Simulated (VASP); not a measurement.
A run of VASP 6.6.1 is set up as follows.

The input INCAR:

```
SYSTEM = Cu3Pd
PREC = Accurate
ENCUT = 520
EDIFF = 1E-7
ISMEAR = 0
SIGMA = 0.1
LREAL = .False.
LASPH = .True.
NELM = 100
ALGO = Fast
ISIF = 2
LWAVE = .False.
LCHARG = .True.
GGA = PS
LELF = .True.
LVHAR = .True.
NBANDS = 30
```

Contents of KPOINTS:

```
Automatic mesh
0
Gamma
  12 12 12
  0 0 0
```

File POSCAR:

```
Cu3Pd
1.0
    3.7255753364      0.0000000000      0.0000000000
    0.0000000000      3.7255753364      0.0000000000
    0.0000000000      0.0000000000      3.7252416368
Cu Pd
3 1
Direct
    0.0000000000      0.5000000000      0.5000000000
    0.5000000000      0.0000000000      0.5000000000
    0.5000000000      0.5000000000      0.0000000000
    0.0000000000      0.0000000000      0.0000000000
```

Potentials or basis: VASP PAW PBE potentials, release 64 (Cu, Pd).

Launch:

```bash
$ cat potpaw_PBE.64/Cu/POTCAR potpaw_PBE.64/Pd/POTCAR > POTCAR
$ mpirun -np 1 vasp_std > vasp.out
```

(1) Predict the pressure.

Answers

(1) -8.4 GPa.

Caveat: the PAW data sets were made with another functional, which shifts forces and pressure a little.
